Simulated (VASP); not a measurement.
# Br (Pm-3m) in VASP: notebook

Br is run at these levels: PBE; tasks: single point, relaxation of cell and atoms.

Everything below comes from runs of VASP 6.6.1. Logs are shortened: lines on timing, memory, paths and dates and some standing lists are left out, and cuts for length are marked.

## Step 1: The cell of the first run

The structure is cubic, space group Pm-3m (No. 221). Conventional cell: a = 2.845 Å, b = 2.845 Å, c = 2.845 Å, α = 90.00°, β = 90.00°, γ = 90.00°. Within 3.7 Å of Br (site symmetry m-3m) lie 6 Br at 2.85 Å.

## Step 2: Single point, PBE

Contents of INCAR:

```
ALGO = Normal ; EDIFF = 1E-7
ENCUT = 520 ; GGA = PE
ISIF = 2 ; ISMEAR = -1
LASPH = True ; LCHARG = True
LELF = True ; LREAL = False
LVHAR = True ; LWAVE = False
NBANDS = 10 ; NELM = 100
PREC = Accurate ; SIGMA = 0.02
```

Contents of KPOINTS:

```
k-points
0
Gamma
  13 13 13
```

Contents of POSCAR:

```
Br
1.0
    2.8452118797      0.0000000000      0.0000000000
    0.0000000000      2.8452118797      0.0000000000
    0.0000000000      0.0000000000      2.8452118797
Br
1
Direct
    0.0000000000      0.0000000000      0.0000000000
```

Potentials or basis: VASP PAW PBE potentials, release 64 (Br).

Launch:

```console
cat potpaw_PBE.64/Br/POTCAR > POTCAR
mpirun -np 1 vasp_std > vasp.out
```

OUTCAR:

```text
EDIFF = 1E-7
   ENCUT = 520
   GGA = PE
   ISIF = 2
   ISMEAR = -1
   LASPH = True
   LREAL = False
   NELM = 100
   PREC = Accurate

 ion  position               nearest neighbor table
   1  0.000  0.000  0.000-

  LATTYP: Found a simple cubic cell.
 ALAT       =     2.8452118797

  Lattice vectors:

 A1 = (   2.8452118797,   0.0000000000,   0.0000000000)
 A2 = (   0.0000000000,   2.8452118797,   0.0000000000)
 A3 = (   0.0000000000,   0.0000000000,   2.8452118797)

Analysis of symmetry for initial positions (statically):
=====================================================================
 Subroutine PRICEL returns:
 Original cell was already a primitive cell.

 Routine SETGRP: Setting up the symmetry group for a
 simple cubic supercell.

 Subroutine GETGRP returns: Found 48 space group operations
 (whereof 48 operations were pure point group operations)
 out of a pool of 48 trial point group operations.

The static configuration has the point symmetry O_h .

Analysis of symmetry for dynamics (positions and initial velocities):
=====================================================================
 Subroutine PRICEL returns:
 Original cell was already a primitive cell.

 Routine SETGRP: Setting up the symmetry group for a
 simple cubic supercell.

 Subroutine GETGRP returns: Found 48 space group operations
 (whereof 48 operations were pure point group operations)
 out of a pool of 48 trial point group operations.

The dynamic configuration has the point symmetry O_h .

 Subroutine INISYM returns: Found 48 space group operations
 (whereof 48 operations are pure point group operations),
 and found     1 'primitive' translations

----------------------------------------------------------------------------------------

                                     Primitive cell

  volume of cell :      23.0326

  direct lattice vectors                    reciprocal lattice vectors
     2.845211880  0.000000000  0.000000000     0.351467674  0.000000000  0.000000000
     0.000000000  2.845211880  0.000000000     0.000000000  0.351467674  0.000000000
     0.000000000  0.000000000  2.845211880     0.000000000  0.000000000  0.351467674

  length of vectors
     2.845211880  2.845211880  2.845211880     0.351467674  0.351467674  0.351467674

  position of ions in fractional coordinates (direct lattice)
     0.000000000  0.000000000  0.000000000
[... 73 lines left out ...]
   LASPH  =      T    aspherical Exc in radial PAW
   ENCUT  =  520.0 eV  38.22 Ry    6.18 a.u.   5.29  5.29  5.29*2*pi/ulx,y,z
   NELM   =    100;   NELMIN=  2; NELMDL= -5     # of ELM steps
   EDIFF  = 0.1E-06   stopping-criterion for ELM
   LREAL  =      F    real-space projection
   EDIFFG = 0.1E-05   stopping-criterion for IOM
   NSW    =      0    number of steps for IOM
   IBRION =     -1    ionic relax: 0-MD 1-quasi-New 2-CG
   NFREE  =      0    steps in history (QN), initial steepest desc. (CG)
   ISIF   =      2    stress and relaxation
   ISYM   =      2    0-nonsym 1-usesym 2-fastsym
   POTIM  = 0.5000    time-step for ionic-motion
   TEBEG  =    0.0;   TEEND  =   0.0 temperature during run
   PSTRESS=    0.0 pullay stress
   NELECT =       7.0000    total number of electrons
   NUPDOWN=      -1.0000    fix difference up-down
   EMIN   =  10.00;   EMAX   =-10.00  energy-range for DOS
   EFERMI =   0.00;   METHOD = LEGACY
   ISMEAR =    -1;   SIGMA  =   0.02  broadening in eV -4-tet -1-fermi 0-gaus
   EFERMI_NEDOS =   21; number of points for ismear=-14 and -15
   IALGO  =     38    algorithm
   IMIX   =      4    mixing-type and parameters
     AMIX     =   0.40;   BMIX     =  1.00
     AMIX_MAG =   1.60;   BMIX_MAG =  1.00
  volume/ion in A,a.u.               =      23.03       155.43
  Fermi-wavevector in a.u.,A,eV,Ry     =   1.100676  2.079976 16.483295  1.211488
  Thomas-Fermi vector in A             =   2.237091
   LORBIT       =      0    0 simple, 1 ext, 2 COOP (PROOUT), +10 PAW based schemes
   GGA     = PE    functional components
   LHFCALC =     F    Hartree Fock is set to
   AEXX    =    0.0000 exact exchange contribution
   IVDW    =     0    specifies the selected vdW correction
   LEPSILON=     F    determine dielectric tensor
   LRPA    =     F    only Hartree local field effects (RPA)
 non-spin polarized calculation
  energy-cutoff  :      520.00
  volume of cell :       23.03
 maximum number of plane-waves:       638
 NGX is ok and might be reduce to    24
   NGX = 11   NGY = 11   NGZ = 11

 number of electron       6.9999997 magnetization

 Free energy of the ion-electron system (eV)
  ---------------------------------------------------
  ext. energy  EPLUGINS =         0.00000000
  ---------------------------------------------------
  free energy    TOTEN  =        -0.96479617 eV

  energy without entropy =       -0.96319295  energy(sigma->0) =       -0.96399456

 E-fermi :   4.1378     XC(G=0):  -9.7551

 val. band max:        4.1365620919   @ k =   0.1538   0.0769   0.0000
 cond. band min:       4.1426596426   @ k =   0.3077   0.1538   0.0769
 fundamental gap:      0.0060975508
 Fermi energy:         4.1378240314

 k-point     1 :       0.0000    0.0000    0.0000
  band No.  band energies     occupation
      1     -13.4885      2.00000
      2       3.8883      1.99999
      3       3.8883      1.99999
      4       3.8883      1.99999
      5      11.1198      0.00000
      6      12.1818      0.00000
      7      12.1818      0.00000
      8      25.5404      0.00000
      9      25.5404      0.00000
     10      25.5404      0.00000
[... 287 lines left out ...]
 k-point    24 :       0.3846    0.3077    0.0000
  band No.  band energies     occupation
      1     -11.2718      2.00000
      2      -1.4249      2.00000
      3      -0.0267      2.00000
      4       5.3864      0.00000
      5      10.3409      0.00000
      6      15.2074      0.00000
      7      19.4262      0.00000
      8      20.6031      0.00000
      9      20.9479      0.00000
     10      21.1478      0.00000

 [... further k-points ...]
[... 5 lines left out ...]
  --------------------------------------------------------------------------------------
  -------------------------------------------------------------------------------------
  Total        2.1566048      2.1566048      2.1566048     -0.0000000     -0.0000000      0.0000000
  in kB      150.0159088    150.0159088    150.0159088     -0.0000000     -0.0000000      0.0000000
  external PRESSURE =     150.0159088 kB  Pullay stress =       0.0000000 kB

 VOLUME and BASIS-vectors are now :
 -----------------------------------------------------------------------------
  energy-cutoff  :      520.00
  volume of cell :       23.03
      direct lattice vectors                 reciprocal lattice vectors
     2.845211880  0.000000000  0.000000000     0.351467674  0.000000000  0.000000000
     0.000000000  2.845211880  0.000000000     0.000000000  0.351467674  0.000000000
     0.000000000  0.000000000  2.845211880     0.000000000  0.000000000  0.351467674

 POSITION                                       TOTAL-FORCE (eV/Angst)
 -----------------------------------------------------------------------------------
      0.00000      0.00000      0.00000         0.000000      0.000000      0.000000
 -----------------------------------------------------------------------------------
    total drift:                               -0.000000      0.000000      0.000000

  FREE ENERGIE OF THE ION-ELECTRON SYSTEM (eV)
  ---------------------------------------------------
  free  energy   TOTEN  =        -0.9647961703 eV

  energy  without entropy=       -0.9631929524  energy(sigma->0) =       -0.96399456
```

Run time: 7.8 s. Hardware: 1 thread of Intel Xeon Platinum 8488C (Sapphire Rapids), shared host; peak memory 0.14 GiB.

What came out:

```yaml
Free_energy: -0.9648 eV
Pressure: 15.0 GPa
```

Caveat: an odd number of electrons without spin polarisation forces a metal; a magnetic or distorted state may lie lower.

## Step 3: Single point, PBE

This run uses another cell than the first one, of 29.74 Å³/atom, 1.291 times its volume.

Contents of INCAR:

```
SYSTEM = Br
PREC = Accurate ; ENCUT = 520
EDIFF = 1E-6 ; ISMEAR = -1
SIGMA = 0.02 ; LREAL = .FALSE.
LASPH = .TRUE. ; NELM = 60
ALGO = Normal ; ISIF = 2
LWAVE = .FALSE. ; LCHARG = .FALSE.
GGA = PE ; NBANDS = 10
```

Contents of KPOINTS:

```
regular mesh
0
G
  13 13 13
  0 0 0
```

Contents of POSCAR:

```
Br
1.0
    3.0982713727      0.0000000000      0.0000000000
    0.0000000000      3.0982713727      0.0000000000
    0.0000000000      0.0000000000      3.0982713727
Br
1
Direct
    0.0000000000      0.0000000000      0.0000000000
```

Potentials or basis: VASP PAW PBE potentials, release 64 (Br).

Launch:

```console
cat potpaw_PBE.64/Br/POTCAR > POTCAR
mpirun -np 1 vasp_std > vasp.out
```

It took 7.2 s on 1 thread of Intel Xeon Platinum 8488C (Sapphire Rapids), shared host; peak memory 0.15 GiB.

Results (log left out):

```
Free energy : -1.2071 eV
Pressure    : 0.0 GPa
```

Levels at points of the mesh, in eV from the Fermi level:
| k point | band 2 | band 3 | band 4 | band 5 | band 6 | band 7 |
| --- | --- | --- | --- | --- | --- | --- |
| (0.00, 0.00, 0.00) | -0.15 | -0.15 | -0.15 | 6.44 | 8.91 | 8.91 |

Caveat: an odd number of electrons without spin polarisation forces a metal; a magnetic or distorted state may lie lower.

(Continued in part 2 of 3.)
